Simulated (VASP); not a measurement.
Runs of VASP 6.6.1 on LiH. The structure is that of space group Fm-3m (No. 225), or close to it. The cells are those of the table. 

| task | cell | cutoff (eV) | gap on the mesh (eV) |
| --- | --- | --- | --- |
| relaxation of cell and atoms | relaxed from a = 2.880 Å, angles 60.0°, 2 atoms | 600 | (b) |
| relaxation of the atoms | atoms relaxed from a = 2.773 Å, angles 60.0°, 2 atoms | 520 | 3.54 |
| single point | a = 2.849 Å, angles 60.0°, 2 atoms | 520 | 3.59 |
| single point | a = 2.868 Å, angles 60.0°, 2 atoms | 520 | 3.60 |
| single point | a = 2.886 Å, angles 60.0°, 2 atoms | 520 | (a) |

Alike in all rows: level r2SCAN; potentials or basis VASP PAW PBE potentials, release 64 (Li_sv, H); no spin polarisation; k mesh 12 × 12 × 12; smearing fermi-dirac 0.02 eV.

Task: Fill in the values left out.

Result: (a) 3.61; (b) 3.57.

Caveats: the relaxation stopped at its first step, so nothing moved (some runs).

A k mesh can miss the band edges.
